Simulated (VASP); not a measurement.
# Al in VASP: single point with r2SCAN

Aim: the single point of Al with r2SCAN.

Program: VASP 6.6.1. These are calculated values, not measurements. Logs are shortened: lines on timing, memory, paths and dates and some standing lists are left out, and cuts for length are marked.

### Step 1. The cell of the first run

The cell holds a disordered packing, 11 atoms: a = 6.191 Å, b = 5.523 Å, c = 5.769 Å, α = 89.73°, β = 103.57°, γ = 101.03°.

### Step 2. Single point, r2SCAN

Input file POSCAR:

```
Al
1.0
    6.1182400000     -0.5996540000     -0.7281120000
   -0.5290560000      5.4971500000      0.0107660000
   -0.6926660000     -0.0501570000      5.7274960000
Al
11
Direct
    0.8872007965      0.7746319172      0.9359664509
    0.8893272382      0.7762215017      0.4191644354
    0.5646391266      0.9408592127      0.5973439016
    0.8920901505      0.2654740945      0.9343757153
    0.2372696878      0.6166421527      0.2605652848
    0.5645944400      0.4402572440      0.0980083585
    0.2400498785      0.1052166761      0.7770475747
    0.9035258496      0.2718936007      0.4296416797
    0.2255471574      0.6101075367      0.7663581518
    0.2413495955      0.1075380107      0.2609746046
    0.5643077681      0.4410699540      0.5981210079
```

Input file INCAR.step1:

```
PREC = Accurate ; ENCUT = 520
ISMEAR = 0 ; SIGMA = 0.1
LREAL = False ; LASPH = True
NELM = 80 ; NBANDS = 28
GGA = PE ; ALGO = Normal
EDIFF = 1E-4 ; LWAVE = True
LCHARG = False
```

Input file INCAR.step2:

```
PREC = Accurate ; ENCUT = 520
EDIFF = 1E-7 ; ISMEAR = 0
SIGMA = 0.1 ; LREAL = False
LASPH = True ; NELM = 80
ALGO = Normal ; ISIF = 2
LWAVE = False ; LCHARG = False
METAGGA = R2SCAN ; LMIXTAU = True
NBANDS = 28 ; ISTART = 1
```

Input file KPOINTS:

```
regular mesh
0
Gamma
  6 6 6
```

Potentials or basis: VASP PAW PBE potentials, release 64 (Al).

On the command line:

```
$ cat potpaw_PBE.64/Al/POTCAR > POTCAR
$ cp INCAR.step1 INCAR
$ mpirun -np 1 vasp_std > vasp.out
$ cp INCAR.step2 INCAR
$ mpirun -np 1 vasp_std > vasp.out
```

OUTCAR:

```text
PREC = Accurate
   ENCUT = 520
   EDIFF = 1E-7
   ISMEAR = 0
   LREAL = False
   LASPH = True
   NELM = 80
   ISIF = 2
   METAGGA = R2SCAN
   ISTART = 1

 ion  position               nearest neighbor table
   1  0.887  0.775  0.936-   4 2.71   3 2.74   6 2.78   2 2.78   5 2.79   9 2.81   4 2.82  11 2.83
                            10 2.87   7 2.89   2 2.98
   2  0.889  0.776  0.419-   8 2.72   3 2.76   1 2.78   6 2.79   8 2.80   5 2.81   9 2.82  11 2.84
                            10 2.88   7 2.95   1 2.98
   3  0.565  0.941  0.597-  10 2.74   1 2.74   2 2.76  11 2.76   7 2.76  11 2.76   5 2.81   4 2.81
                             8 2.85   9 2.86
   4  0.892  0.265  0.934-   1 2.71   6 2.75  11 2.78  10 2.79   3 2.81   7 2.81   1 2.82   8 2.84
                             9 2.87   5 2.90   8 2.93
   5  0.237  0.617  0.261-  10 2.71   6 2.75  11 2.78   1 2.79   3 2.81   2 2.81  10 2.82   9 2.84
                             8 2.88   4 2.90   9 2.94
   6  0.565  0.440  0.098-   4 2.75   5 2.75   1 2.78  10 2.78   7 2.78   8 2.79   2 2.79   9 2.79
                            11 2.88  11 2.89
   7  0.240  0.105  0.777-   9 2.72   3 2.76   6 2.78  10 2.79   9 2.81   4 2.81   8 2.82  11 2.84
                             1 2.89   2 2.95  10 2.98
   8  0.904  0.272  0.430-   2 2.72   6 2.79  10 2.80   2 2.80  11 2.82   7 2.82   9 2.83   4 2.84
                             3 2.85   5 2.88   4 2.93
   9  0.226  0.610  0.766-   7 2.72   6 2.79   1 2.81   7 2.81  11 2.81   2 2.82   8 2.83   5 2.84
                             3 2.86   4 2.87   5 2.94
  10  0.241  0.108  0.261-   5 2.71   3 2.74   6 2.78   4 2.79   7 2.79   8 2.80   5 2.82  11 2.82
                             1 2.87   2 2.88   7 2.98
  11  0.564  0.441  0.598-   3 2.76   3 2.76   4 2.78   5 2.78   9 2.81   8 2.82  10 2.82   1 2.83
                             7 2.84   2 2.84   6 2.88   6 2.89

  LATTYP: Found a triclinic cell.
 ALAT       =     9.0500554598
 B/A-ratio  =     0.6102239381
 C/A-ratio  =     0.6375039883
 COS(alpha) =     0.0047831339
 COS(beta)  =     0.1633759204
 COS(gamma) =     0.7411000216

  Lattice vectors:

 A1 = (   6.6472960000,  -6.0968040000,  -0.7388780000)
 A2 = (   0.5290560000,  -5.4971500000,  -0.0107660000)
 A3 = (   0.6926660000,   0.0501570000,  -5.7274960000)

Analysis of symmetry for initial positions (statically):
=====================================================================
 Subroutine PRICEL returns:
 Original cell was already a primitive cell.

 Routine SETGRP: Setting up the symmetry group for a
 triclinic supercell.

 Subroutine GETGRP returns: Found  1 space group operations
 (whereof  1 operations were pure point group operations)
 out of a pool of  2 trial point group operations.
[... 147 lines left out ...]
   EFERMI =   0.00;   METHOD = LEGACY
   ISMEAR =     0;   SIGMA  =   0.10  broadening in eV -4-tet -1-fermi 0-gaus
   EFERMI_NEDOS =   21; number of points for ismear=-14 and -15
   IALGO  =     38    algorithm
   IMIX   =      4    mixing-type and parameters
     AMIX     =   0.40;   BMIX     =  1.00
     AMIX_MAG =   1.60;   BMIX_MAG =  1.00
  volume/ion in A,a.u.               =      17.09       115.35
  Fermi-wavevector in a.u.,A,eV,Ry     =   0.916578  1.732082 11.430466  0.840116
  Thomas-Fermi vector in A             =   2.041450
   LORBIT       =      0    0 simple, 1 ext, 2 COOP (PROOUT), +10 PAW based schemes
   METAGGA = R2SCAN    functional components
   LHFCALC =     F    Hartree Fock is set to
   AEXX    =    0.0000 exact exchange contribution
   IVDW    =     0    specifies the selected vdW correction
   LEPSILON=     F    determine dielectric tensor
   LRPA    =     F    only Hartree local field effects (RPA)
 non-spin polarized calculation
 Gauss-broadening in eV      SIGMA  =   0.10
  energy-cutoff  :      520.00
  volume of cell :      188.03
 maximum number of plane-waves:      5090
 NGX is ok and might be reduce to    48
   NGX = 23   NGY = 21   NGZ = 21

 number of electron      33.0000000 magnetization

 Free energy of the ion-electron system (eV)
  ---------------------------------------------------
  ext. energy  EPLUGINS =         0.00000000
  ---------------------------------------------------
  free energy    TOTEN  =       -73.23078708 eV

  energy without entropy =      -73.20760520  energy(sigma->0) =      -73.21919614

 E-fermi :   7.5194     XC(G=0): -10.6600

 val. band max:        7.5044863984   @ k =   0.0000   0.5000   0.3333
 cond. band min:       7.5195892987   @ k =  -0.3333   0.0000   0.1667
 fundamental gap:      0.0151029004
 Fermi energy:         7.5193596123

 k-point     1 :       0.0000    0.0000    0.0000
  band No.  band energies     occupation
      1      -4.1441      2.00000
      2       0.1069      2.00000
      3       0.2129      2.00000
      4       0.6929      2.00000
      5       0.7485      2.00000
      6       1.1281      2.00000
[... 733 lines left out ...]
     27      11.9654      0.00000
     28      12.3578      0.00000

 [... further k-points ...]

------------------------ aborting loop because EDIFF is reached ----------------------------------------

  FORCE on cell =-STRESS in cart. coord.  units (eV):
  Direction    XX          YY          ZZ          XY          YZ          ZX
  --------------------------------------------------------------------------------------
  -------------------------------------------------------------------------------------
  Total       -0.2451535      1.1092825     -1.7449538     -1.5243120     -0.2376313      0.3851394
  in kB       -2.0889058      9.4519815    -14.8684140    -12.9883678     -2.0248100      3.2816984
  external PRESSURE =      -2.5017794 kB  Pullay stress =       0.0000000 kB

 VOLUME and BASIS-vectors are now :
 -----------------------------------------------------------------------------
  energy-cutoff  :      520.00
  volume of cell :      188.03
      direct lattice vectors                 reciprocal lattice vectors
     6.118240000 -0.599654000 -0.728112000     0.167447996  0.016075572  0.020391430
    -0.529056000  5.497150000  0.010766000     0.018459895  0.183681538  0.003841025
    -0.692666000 -0.050157000  5.727496000     0.021252246  0.001698352  0.177181423

 POSITION                                       TOTAL-FORCE (eV/Angst)
 -----------------------------------------------------------------------------------
      4.36997      3.67931      4.72310         0.040590     -0.019055     -0.045190
      4.74011      3.71269      1.76159        -0.002741      0.050229      0.064396
      2.54307      4.80350      3.02029        -0.001548      0.003929      0.008843
      4.67036      0.87754      4.70495        -0.009233      0.079597      0.020656
      0.94495      3.23443      1.32627         0.005536     -0.080926     -0.006503
      3.15352      2.07668      0.15499        -0.003486      0.006634      0.002293
      0.87478      0.39547      4.27689        -0.004141     -0.045934     -0.060341
      5.08654      0.93129      1.80583        -0.054550     -0.004519     -0.000785
      0.52634      3.18016      4.23166         0.061129     -0.001553     -0.002787
      1.23897      0.43334      1.32016        -0.037628      0.016049      0.021876
      2.80492      2.05624      3.01960         0.006074     -0.004451     -0.002459
 -----------------------------------------------------------------------------------
    total drift:                                0.000116     -0.000034      0.001138

  FREE ENERGIE OF THE ION-ELECTRON SYSTEM (eV)
  ---------------------------------------------------
  free  energy   TOTEN  =       -73.2307870816 eV

  energy  without entropy=      -73.2076051977  energy(sigma->0) =      -73.21919614
```

OUTCAR.step1:

```text
PREC = Accurate
   ENCUT = 520
   ISMEAR = 0
   LREAL = False
   LASPH = True
[... 1016 lines left out ...]
      5.08654      0.93129      1.80583        -0.079126     -0.039798     -0.035108
      0.52634      3.18016      4.23166         0.085086      0.034707      0.031620
      1.23897      0.43334      1.32016         0.024623     -0.008507     -0.008982
      2.80492      2.05624      3.01960         0.005615     -0.003798     -0.002188
 -----------------------------------------------------------------------------------
    total drift:                               -0.000009      0.000011     -0.000002

  FREE ENERGIE OF THE ION-ELECTRON SYSTEM (eV)
  ---------------------------------------------------
  free  energy   TOTEN  =       -40.4264713879 eV

  energy  without entropy=      -40.4020852365  energy(sigma->0) =      -40.41427831
```

OSZICAR.step1:

```text
N       E                     dE             d eps       ncg     rms          rms(c)
DAV:   1     0.354518532528E+02    0.35452E+02   -0.11245E+04  6272   0.932E+02
DAV:   2    -0.375500230392E+02   -0.73002E+02   -0.67771E+02  7632   0.123E+02
DAV:   3    -0.407110776569E+02   -0.31611E+01   -0.30661E+01  8064   0.215E+01
DAV:   4    -0.407598546164E+02   -0.48777E-01   -0.48617E-01  7740   0.313E+00
DAV:   5    -0.407608152932E+02   -0.96068E-03   -0.96055E-03  7728   0.480E-01    0.451E+00
DAV:   6    -0.405317421457E+02    0.22907E+00   -0.15972E-01  7428   0.140E+00    0.262E+00
DAV:   7    -0.404310679728E+02    0.10067E+00   -0.12885E-01  7716   0.129E+00    0.451E-01
DAV:   8    -0.404267239943E+02    0.43440E-02   -0.12161E-02  7336   0.465E-01    0.232E-01
DAV:   9    -0.404264504415E+02    0.27355E-03   -0.75902E-04  7804   0.120E-01    0.113E-01
DAV:  10    -0.404264713879E+02   -0.20946E-04   -0.75371E-05  4364   0.360E-02
   1 F= -.40426471E+02 E0= -.40414278E+02  d E =-.243862E-01
```

Run time: 15 min. Hardware: 1 thread of Intel Xeon 6975P-C (Granite Rapids), shared host; peak memory 0.56 GiB.

What came out:

```
Free energy            : -73.2308 eV
Pressure               : -0.3 GPa
Largest force          : 0.083 eV/Å
Band gap on the k mesh : zero (an odd number of electrons rules out a gap without spin polarisation)
```

Forces on the atoms (eV/Å):
```
Al   0.041 -0.019 -0.045
Al  -0.003  0.050  0.064
Al  -0.002  0.004  0.009
Al  -0.009  0.080  0.021
Al   0.006 -0.081 -0.007
Al  -0.003  0.007  0.002
Al  -0.004 -0.046 -0.060
Al  -0.055 -0.005 -0.001
Al   0.061 -0.002 -0.003
Al  -0.038  0.016  0.022
Al   0.006 -0.004 -0.002
```

Levels at points of the mesh, in eV from the Fermi level:
| k point | band 14 | band 15 | band 16 | band 17 | band 18 | band 19 | band 20 | band 21 |
| --- | --- | --- | --- | --- | --- | --- | --- | --- |
| (0.00, 0.00, 0.00) | -1.36 | -1.03 | -0.59 | -0.44 | -0.39 | -0.25 | 0.44 | 0.81 |
| (0.50, 0.00, 0.00) | -1.31 | -1.15 | -0.93 | -0.45 | -0.23 | -0.09 | 0.15 | 0.94 |
| (0.00, 0.50, 0.00) | -2.01 | -0.27 | -0.10 | 0.07 | 0.08 | 1.64 | 1.69 | 2.04 |
| (0.50, 0.50, 0.00) | -1.77 | -0.54 | -0.29 | -0.13 | 0.08 | 1.16 | 1.59 | 1.95 |
| (0.00, 0.00, 0.50) | -1.49 | -0.80 | -0.63 | -0.33 | -0.18 | 0.63 | 0.66 | 2.12 |
| (0.50, 0.00, 0.50) | -1.94 | -1.23 | -1.12 | 0.40 | 0.48 | 1.17 | 1.46 | 1.80 |
| (0.00, 0.50, 0.50) | -0.24 | 0.07 | 0.15 | 0.39 | 0.83 | 1.61 | 1.65 | 1.74 |
| (0.50, 0.50, 0.50) | -0.40 | -0.19 | 0.22 | 0.59 | 0.66 | 1.53 | 1.70 | 1.83 |

Caveat: the PAW data sets were made with another functional, which shifts forces and pressure a little.
